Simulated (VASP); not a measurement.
Here is a VASP 6.6.1 calculation.

The input INCAR:

```
SYSTEM = Mg2Sb3
  PREC = Accurate
  ENCUT = 600
  EDIFF = 1E-6
  ISMEAR = 0
  SIGMA = 0.05
  LREAL = .False.
  LASPH = .True.
  NELM = 100
  ALGO = Normal
  ISIF = 3
  LWAVE = .False.
  LCHARG = .False.
  GGA = CA
  IBRION = 2
  NSW = 80
  EDIFFG = -0.03
```

Contents of KPOINTS:

```
Automatic mesh
0
Gamma
  5 5 3
  0 0 0
```

Contents of POSCAR:

```
Mg2Sb3
1.0
    4.6953600000      0.0000000000      0.0000000000
   -2.3476800000      4.0663010399      0.0000000000
    0.0000000000      0.0000000000      7.4903300000
Mg Sb
2 3
Direct
    0.3333333333      0.6666666667      0.1648300000
    0.6666666667      0.3333333333      0.8351700000
    0.3333333333      0.6666666667      0.5802700000
    0.6666666667      0.3333333333      0.4197300000
    0.0000000000      0.0000000000      0.0000000000
```

Potentials or basis: VASP PAW LDA potentials, release 64 (Mg, Sb).

Launch:

```sh
$ cat potpaw_LDA.64/Mg/POTCAR potpaw_LDA.64/Sb/POTCAR > POTCAR
$ mpirun -np 1 vasp_std > vasp.out
```

(1) What does it give for the relaxed volume?

(2) Estimate the band gap on the k mesh.

(3) Estimate the relaxed cell.

(4) Estimate the space group after relaxing (to 0.1 Å).

Results:

(1) 26.54 Å³/atom.

(2) zero (an odd number of electrons rules out a gap without spin polarisation).

(3) a = 4.595 Å, b = 4.595 Å, c = 7.258 Å, α = 90.00°, β = 90.00°, γ = 120.00°.

(4) P-3m1 (No. 164).

Caveat: spin-orbit coupling is left out, which moves the levels of the heavy elements.
